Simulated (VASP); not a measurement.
# S (Fd-3m) in VASP: notebook

Runs on S. Level: LDA. Tasks: single point.

All numbers are computed with VASP 6.6.1; they aren't measurements. Logs are shortened: lines on timing, memory, paths and dates and some standing lists are left out, and cuts for length are marked.

## (1) The cell of the first run

It takes space group Fd-3m (No. 227, cubic). Conventional cell: a = 4.151 Å, b = 4.151 Å, c = 4.151 Å, α = 90.00°, β = 90.00°, γ = 90.00°. S (site symmetry -43m) has 4 S at 1.80 Å within 2.4 Å.

## (2) Single point, LDA (volume scaled by 0.4)

File INCAR:

```
SYSTEM = S
ALGO     = Normal         ! electronic algorithm
EDIFF    = 1E-6           ! SCF threshold, eV
ENCUT    = 520            ! plane-wave cutoff, eV
ISIF     = 2              ! what is computed and relaxed
ISMEAR   = -1             ! smearing method
LASPH    = .TRUE.         ! aspherical terms in the spheres
LCHARG   = .FALSE.        ! write CHGCAR
LREAL    = .FALSE.        ! projectors in reciprocal space
LWAVE    = .FALSE.        ! write WAVECAR
NBANDS   = 13             ! bands
NELM     = 100            ! most SCF steps
PREC     = Accurate       ! precision mode
SIGMA    = 0.05           ! smearing width, eV
```

File KPOINTS:

```
k-points
0
G
  13 13 13
  0 0 0
```

File POSCAR:

```
S
1.0
    0.0000000000      2.0756695501      2.0756695501
    2.0756695501      0.0000000000      2.0756695501
    2.0756695501      2.0756695501      0.0000000000
S
2
Direct
   -0.1250000000     -0.1250000000     -0.1250000000
    0.1250000000      0.1250000000      0.1250000000
```

Potentials or basis: VASP PAW LDA potentials, release 64 (S).

On the command line:

```
$ cat potpaw_LDA.64/S/POTCAR > POTCAR
$ mpirun -np 1 vasp_std > vasp.out
```

OUTCAR:

```text
SYSTEM = S
   EDIFF = 1E-6
   ENCUT = 520
   ISIF = 2
   ISMEAR = -1
   LASPH = .TRUE.
   LREAL = .FALSE.
   NELM = 100
   PREC = Accurate

 ion  position               nearest neighbor table
   1  0.875  0.875  0.875-   2 1.80   2 1.80   2 1.80   2 1.80
   2  0.125  0.125  0.125-   1 1.80   1 1.80   1 1.80   1 1.80

  LATTYP: Found a face centered cubic cell.
 ALAT       =     4.1513391002

  Lattice vectors:

 A1 = (   0.0000000000,   2.0756695501,   2.0756695501)
 A2 = (   2.0756695501,   0.0000000000,   2.0756695501)
 A3 = (   2.0756695501,   2.0756695501,   0.0000000000)

Analysis of symmetry for initial positions (statically):
=====================================================================
 Subroutine PRICEL returns:
 Original cell was already a primitive cell.

 Routine SETGRP: Setting up the symmetry group for a
 face centered cubic supercell.

 Subroutine GETGRP returns: Found 48 space group operations
 (whereof 12 operations were pure point group operations)
 out of a pool of 48 trial point group operations.

The static configuration has the point symmetry D_3d.
 The point group associated with its full space group is O_h .

Analysis of symmetry for dynamics (positions and initial velocities):
=====================================================================
 Subroutine PRICEL returns:
 Original cell was already a primitive cell.

 Routine SETGRP: Setting up the symmetry group for a
 face centered cubic supercell.

 Subroutine GETGRP returns: Found 48 space group operations
 (whereof 12 operations were pure point group operations)
 out of a pool of 48 trial point group operations.

The dynamic configuration has the point symmetry D_3d.
 The point group associated with its full space group is O_h .

 Subroutine INISYM returns: Found 48 space group operations
 (whereof 12 operations are pure point group operations),
 and found     1 'primitive' translations

----------------------------------------------------------------------------------------

                                     Primitive cell

  volume of cell :      17.8856

  direct lattice vectors                    reciprocal lattice vectors
     0.000000000  2.075669550  2.075669550    -0.240886128  0.240886128  0.240886128
     2.075669550  0.000000000  2.075669550     0.240886128 -0.240886128  0.240886128
     2.075669550  2.075669550  0.000000000     0.240886128  0.240886128 -0.240886128

  length of vectors
     2.935440029  2.935440029  2.935440029     0.417227012  0.417227012  0.417227012

  position of ions in fractional coordinates (direct lattice)
     0.875000000  0.875000000  0.875000000
     0.125000000  0.125000000  0.125000000

  ion indices of the primitive-cell ions
   primitive index   ion index
                 1           1
                 2           2

----------------------------------------------------------------------------------------

 KPOINTS: k-points

Automatic generation of k-mesh.
 Grid dimensions read from file:
 generate k-points for:   13   13   13

 Generating k-lattice:

  Cartesian coordinates                     Fractional coordinates (reciprocal lattice)
    -0.018529702  0.018529702  0.018529702     0.076923077  0.000000000  0.000000000
     0.018529702 -0.018529702  0.018529702     0.000000000  0.076923077  0.000000000
     0.018529702  0.018529702 -0.018529702     0.000000000  0.000000000  0.076923077

  Length of vectors
     0.032094386  0.032094386  0.032094386

  Shift w.r.t. Gamma in fractional coordinates (k-lattice)
     0.000000000  0.000000000  0.000000000

 Subroutine IBZKPT returns following result:
 ===========================================

 Found     84 irreducible k-points:

 Following reciprocal coordinates:
            Coordinates               Weight
  0.000000  0.000000  0.000000      1.000000
  0.076923  0.000000  0.000000      8.000000
  0.153846  0.000000  0.000000      8.000000
  0.230769  0.000000  0.000000      8.000000
  0.307692  0.000000  0.000000      8.000000
  0.384615  0.000000  0.000000      8.000000
[... 16 lines left out ...]
  0.384615  0.153846  0.000000     24.000000
  0.461538  0.153846  0.000000     24.000000
 [... further k-points ...]
   k-points           NKPTS =     84   k-points in BZ     NKDIM =     84   number of bands    NBANDS=     13
   number of dos      NEDOS =    301   number of ions     NIONS =      2
   total plane-waves  NPLWV =  13824
   dimension x,y,z NGX =    24 NGY =   24 NGZ =   24
   dimension x,y,z NGXF=    48 NGYF=   48 NGZF=   48
   ions per type =               2
   NGX,Y,Z   is equivalent  to a cutoff of  13.59, 13.59, 13.59 a.u.
   NGXF,Y,Z  is equivalent  to a cutoff of  27.18, 27.18, 27.18 a.u.
 SYSTEM =  S
   PREC   = accura    normal or accurate (medium, high low for compatibility)
   ISTART =      0    job   : 0-new  1-cont  2-samecut
   ICHARG =      2    charge: 1-file 2-atom 10-const
   ISPIN  =      1    spin polarized calculation?
   LNONCOLLINEAR =      F non collinear calculations
   LSORBIT =      F    spin-orbit coupling
   LASPH  =      T    aspherical Exc in radial PAW
   ENCUT  =  520.0 eV  38.22 Ry    6.18 a.u.   5.46  5.46  5.46*2*pi/ulx,y,z
   NELM   =    100;   NELMIN=  2; NELMDL= -5     # of ELM steps
   EDIFF  = 0.1E-05   stopping-criterion for ELM
   LREAL  =      F    real-space projection
[... 7 lines left out ...]
   TEBEG  =    0.0;   TEEND  =   0.0 temperature during run
   PSTRESS=    0.0 pullay stress
   NELECT =      12.0000    total number of electrons
   NUPDOWN=      -1.0000    fix difference up-down
   EMIN   =  10.00;   EMAX   =-10.00  energy-range for DOS
   EFERMI =   0.00;   METHOD = LEGACY
   ISMEAR =    -1;   SIGMA  =   0.05  broadening in eV -4-tet -1-fermi 0-gaus
   EFERMI_NEDOS =   21; number of points for ismear=-14 and -15
   IALGO  =     38    algorithm
   IMIX   =      4    mixing-type and parameters
     AMIX     =   0.40;   BMIX     =  1.00
     AMIX_MAG =   1.60;   BMIX_MAG =  1.00
  volume/ion in A,a.u.               =       8.94        60.35
  Fermi-wavevector in a.u.,A,eV,Ry     =   1.433179  2.708315 27.946386  2.054001
  Thomas-Fermi vector in A             =   2.552725
   LORBIT       =      0    0 simple, 1 ext, 2 COOP (PROOUT), +10 PAW based schemes
   GGA     = CA    functional components
   LHFCALC =     F    Hartree Fock is set to
   AEXX    =    0.0000 exact exchange contribution
   IVDW    =     0    specifies the selected vdW correction
   LEPSILON=     F    determine dielectric tensor
   LRPA    =     F    only Hartree local field effects (RPA)
 non-spin polarized calculation
  energy-cutoff  :      520.00
  volume of cell :       17.89
 maximum number of plane-waves:       531
 NGX is ok and might be reduce to    24
   NGX = 11   NGY = 11   NGZ = 11

 number of electron      11.9999999 magnetization

 Free energy of the ion-electron system (eV)
  ---------------------------------------------------
  ext. energy  EPLUGINS =         0.00000000
  ---------------------------------------------------
  free energy    TOTEN  =         0.50040269 eV

  energy without entropy =        0.50644571  energy(sigma->0) =        0.50342420

 E-fermi :  17.8032     XC(G=0): -13.7418

 val. band max:       17.7977920847   @ k =   0.4615   0.2308   0.0769
 cond. band min:      17.8793716884   @ k =   0.3846   0.1538   0.0000
 fundamental gap:      0.0815796037
 Fermi energy:        17.8031851254

 k-point     1 :       0.0000    0.0000    0.0000
  band No.  band energies     occupation
      1      -8.4196      2.00000
      2      10.0166      2.00000
      3      10.0166      2.00000
      4      10.0166      2.00000
      5      15.0267      2.00000
      6      15.0267      2.00000
      7      15.0267      2.00000
      8      19.0993      0.00000
      9      23.3400      0.00000
     10      23.3400      0.00000
     11      25.9538      0.00000
     12      30.3993      0.00000
     13      30.3993      0.00000

 k-point     2 :       0.0769    0.0000    0.0000
  band No.  band energies     occupation
      1      -8.2913      2.00000
      2       9.0866      2.00000
      3       9.8482      2.00000
      4       9.8482      2.00000
      5      15.2781      2.00000
      6      15.2958      2.00000
      7      15.2958      2.00000
      8      19.6200      0.00000
      9      23.0320      0.00000
     10      23.0320      0.00000
     11      26.4059      0.00000
     12      30.0456      0.00000
     13      31.1174      0.00000

 k-point     3 :       0.1538    0.0000    0.0000
  band No.  band energies     occupation
      1      -7.9097      2.00000
      2       7.1297      2.00000
      3       9.4566      2.00000
      4       9.4566      2.00000
      5      15.3835      2.00000
      6      15.9083      2.00000
      7      15.9083      2.00000
      8      21.0579      0.00000
      9      22.5340      0.00000
     10      22.5340      0.00000
     11      27.3422      0.00000
     12      29.6845      0.00000
     13      32.8870      0.00000

 k-point     4 :       0.2308    0.0000    0.0000
  band No.  band energies     occupation
      1      -7.2868      2.00000
      2       4.9469      2.00000
      3       9.0220      2.00000
      4       9.0220      2.00000
      5      15.1846      2.00000
      6      16.4447      2.00000
      7      16.4447      2.00000
      8      22.5341      0.00000
      9      22.5341      0.00000
     10      22.8614      0.00000
     11      27.3397      0.00000
     12      31.0742      0.00000
     13      35.0075      0.00000

 k-point     5 :       0.3077    0.0000    0.0000
  band No.  band energies     occupation
      1      -6.4516      2.00000
      2       2.8397      2.00000
      3       8.6514      2.00000
      4       8.6514      2.00000
      5      14.9123      2.00000
      6      16.6036      2.00000
      7      16.6036      2.00000
      8      23.4312      0.00000
      9      23.4312      0.00000
     10      24.3339      0.00000
     11      27.2470      0.00000
     12      33.5428      0.00000
     13      35.5459      0.00000
[... 257 lines left out ...]
 k-point    22 :       0.3077    0.1538    0.0000
  band No.  band energies     occupation
      1      -6.5797      2.00000
      2       4.2336      2.00000
      3       7.6061      2.00000
      4       7.6346      2.00000
      5      14.4360      2.00000
      6      18.0512      0.01393
      7      18.3067      0.00008
      8      18.6951      0.00000
      9      25.1273      0.00000
     10      25.9119      0.00000
     11      29.0774      0.00000
     12      32.5963      0.00000
     13      33.7593      0.00000

 k-point    23 :       0.3846    0.1538    0.0000
  band No.  band energies     occupation
      1      -5.6901      2.00000
      2       2.3217      2.00000
      3       7.0199      2.00000
      4       7.4436      2.00000
      5      14.6649      2.00000
      6      17.8794      0.35783
      7      18.6103      0.00000
      8      19.2626      0.00000
      9      26.5600      0.00000
     10      27.5126      0.00000
     11      28.9388      0.00000
     12      32.4838      0.00000
     13      33.8892      0.00000

 k-point    24 :       0.4615    0.1538    0.0000
  band No.  band energies     occupation
      1      -4.7227      2.00000
      2       0.6805      2.00000
      3       6.5054      2.00000
      4       7.4307      2.00000
      5      14.7531      2.00000
      6      17.6728      1.86282
      7      18.2810      0.00014
      8      21.0466      0.00000
      9      27.1604      0.00000
     10      28.2868      0.00000
     11      30.0777      0.00000
     12      30.5117      0.00000
     13      32.6985      0.00000

 [... further k-points ...]

------------------------ aborting loop because EDIFF is reached ----------------------------------------

  FORCE on cell =-STRESS in cart. coord.  units (eV):
  Direction    XX          YY          ZZ          XY          YZ          ZX
  --------------------------------------------------------------------------------------
  -------------------------------------------------------------------------------------
  Total       20.8497423     20.8497423     20.8497423      0.0000000     -0.0000000      0.0000000
  in kB     1867.6979191   1867.6979191   1867.6979191      0.0000000     -0.0000000      0.0000000
  external PRESSURE =    1867.6979191 kB  Pullay stress =       0.0000000 kB

 VOLUME and BASIS-vectors are now :
 -----------------------------------------------------------------------------
  energy-cutoff  :      520.00
  volume of cell :       17.89
      direct lattice vectors                 reciprocal lattice vectors
     0.000000000  2.075669550  2.075669550    -0.240886128  0.240886128  0.240886128
     2.075669550  0.000000000  2.075669550     0.240886128 -0.240886128  0.240886128
     2.075669550  2.075669550  0.000000000     0.240886128  0.240886128 -0.240886128

 POSITION                                       TOTAL-FORCE (eV/Angst)
 -----------------------------------------------------------------------------------
      3.63242      3.63242      3.63242         0.000000      0.000000     -0.000000
      0.51892      0.51892      0.51892        -0.000000     -0.000000      0.000000
 -----------------------------------------------------------------------------------
    total drift:                                0.000000      0.000000      0.000000

  FREE ENERGIE OF THE ION-ELECTRON SYSTEM (eV)
  ---------------------------------------------------
  free  energy   TOTEN  =         0.5004026913 eV

  energy  without entropy=        0.5064457103  energy(sigma->0) =        0.50342420
```

Run time: 44 s. Hardware: 1 thread of AMD EPYC 7R13, shared host; peak memory 0.1 GiB.

What came out:

```
Free energy            : 0.5004 eV
Pressure               : 186.8 GPa
Band gap on the k mesh : zero (band 6 reaches 20.55 eV, above the bottom of band 7 at 15.03 eV)
```

Levels at points of the mesh, in eV from the Fermi level:
| k point | band 3 | band 4 | band 5 | band 6 | band 7 | band 8 | band 9 | band 10 |
| --- | --- | --- | --- | --- | --- | --- | --- | --- |
| (0.00, 0.00, 0.00) | -7.79 | -7.79 | -2.78 | -2.78 | -2.78 | 1.30 | 5.54 | 5.54 |

## (3) Single point, LDA (volume scaled by 0.4)

File INCAR:

```
SYSTEM = S
PREC = Accurate ; ENCUT = 520
EDIFF = 1E-7 ; ISMEAR = -1
SIGMA = 0.05 ; LREAL = .FALSE.
LASPH = .TRUE. ; NELM = 60
ALGO = Normal ; ISIF = 2
LWAVE = .FALSE. ; LCHARG = .TRUE.
GGA = CA ; LELF = .TRUE.
LVHAR = .TRUE. ; NBANDS = 13
```

File KPOINTS:

```
regular mesh
0
G
  13 13 13
  0 0 0
```

POSCAR is that of step 2.

Potentials or basis: VASP PAW LDA potentials, release 64 (S).

On the command line:

```
$ cat potpaw_LDA.64/S/POTCAR > POTCAR
$ mpirun -np 1 vasp_std > vasp.out
```

Wall time 59 s (1 thread of AMD EPYC 7R13, shared host); peak memory 0.1 GiB.

The run converged. Its results:

```yaml
Free_energy: 0.5004 eV
Pressure: 186.8 GPa
Band_gap_on_the_k_mesh: zero (band 6 reaches 20.55 eV, above the bottom of band 7 at 15.03 eV)
```

Levels at points of the mesh, in eV from the Fermi level:
| k point | band 4 | band 5 | band 6 | band 7 | band 8 | band 9 |
| --- | --- | --- | --- | --- | --- | --- |
| (0.00, 0.00, 0.00) | -7.79 | -2.78 | -2.78 | -2.78 | 1.30 | 5.54 |

## (4) Single point, LDA (volume scaled by 0.4)

File INCAR:

```
PREC = Accurate
ENCUT = 520
EDIFF = 1E-6
ISMEAR = -1
SIGMA = 0.05
LREAL = False
LASPH = True
NELM = 80
ALGO = Normal
ISIF = 2
LWAVE = False
LCHARG = True
GGA = CA
LELF = True
LVHAR = True
NBANDS = 13
```

File KPOINTS:

```
regular mesh
0
Gamma
  13 13 13
```

POSCAR is that of step 3.

On the command line:

```
$ cat potpaw_LDA.64/S/POTCAR > POTCAR
$ mpirun -np 1 vasp_std > vasp.out
```

Wall time 49 s (1 thread of AMD EPYC 7R13, shared host); peak memory 0.1 GiB.

It converged, with:

* Free energy: 0.5004 eV
* Pressure: 186.8 GPa
* Band gap on the k mesh: zero (band 6 reaches 20.55 eV, above the bottom of band 7 at 15.03 eV)

Levels at points of the mesh, in eV from the Fermi level:
| k point | band 3 | band 4 | band 5 | band 6 | band 7 | band 8 | band 9 | band 10 |
| --- | --- | --- | --- | --- | --- | --- | --- | --- |
| (0.00, 0.00, 0.00) | -7.79 | -7.79 | -2.78 | -2.78 | -2.78 | 1.30 | 5.54 | 5.54 |
